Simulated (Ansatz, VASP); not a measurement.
# One calculation of Al, two programs

```
CELL_PARAMETERS angstrom
0.00000 2.45971 5.19166
1.40211 0.00000 5.19166
1.40211 2.45971 0.00000
ATOMIC_POSITIONS crystal
Al 0.86784 0.86784 0.13216
Al 0.13216 0.13216 0.86784
```

Alike in both runs: functional PBE; k mesh 22 × 22 × 22; occupations gaussian, width 0.1 eV; no spin polarisation.

Ansatz relaxed the structure, and its values are those at the end. VASP's run is a single point on that final structure, the one shown.

```csv
,VASP,Ansatz
version,VASP 6.6.1,Ansatz 0.2.0
potentials or method,"VASP PAW PBE potentials, release 64 (Al), cutoff 500 eV","scalar-relativistic, plane waves, PAW"
valence electrons in the cell,6,6
```

```csv
,VASP,Ansatz,Ansatz less VASP
gap on the k mesh at the Fermi level (eV),none,none,-
pressure (GPa),0.0,0.0,+0.03
```

A gap of «none» marks a metal or a gap that the smearing closes.
